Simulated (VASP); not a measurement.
Input of a VASP 6.6.1 run:

Contents of INCAR:

```
  PREC = Accurate
  ENCUT = 600
  EDIFF = 1E-6
  ISMEAR = 0
  SIGMA = 0.1
  LREAL = F
  LASPH = T
  NELM = 120
  ALGO = Normal
  ISIF = 2
  LWAVE = F
  LCHARG = F
  GGA = PE
  NBANDS = 22
  GGA_COMPAT = F
```

The input KPOINTS:

```
regular mesh
0
Gamma
  8 8 8
```

POSCAR

```
Al3VF
1.0
    4.6313034722      0.0000000000      0.0000000000
    0.0000000000      4.6313034722      0.0000000000
    0.0000000000      0.0000000000      5.1522070061
Al V F
3 1 1
Direct
    0.0000000000      0.5000000000      0.3865310059
    0.5000000000      0.0000000000      0.3865310059
    0.5000000000      0.5000000000      0.0989092047
    0.5000000000      0.5000000000      0.5882625279
    0.0000000000      0.0000000000      0.3123662757
```

Potentials or basis: VASP PAW PBE potentials, release 64 (Al, V_sv, F).

Run with:

```sh
$ cat potpaw_PBE.64/Al/POTCAR potpaw_PBE.64/V_sv/POTCAR potpaw_PBE.64/F/POTCAR > POTCAR
$ mpirun -np 1 vasp_std > vasp.out
```

Q: Predict the pressure.

A: -0.1 GPa.

Q: Estimate the band gap on the k mesh.

A: Zero (an odd number of electrons rules out a gap without spin polarisation).

Q: What does it give for the largest force?

A: 0.016 eV/Å.

Forces in eV/Å, atoms in the order of the input:
```
Al   0.000  0.000 -0.004
Al   0.000  0.000 -0.004
Al   0.000  0.000 -0.011
V    0.000  0.000  0.016
F    0.000  0.000  0.003
```

Caveat: the run has no spin polarisation, though such a crystal can be magnetic. With open d or f shells a metallic result of PBE can be an artefact of self-interaction; +U or a hybrid may open a gap.
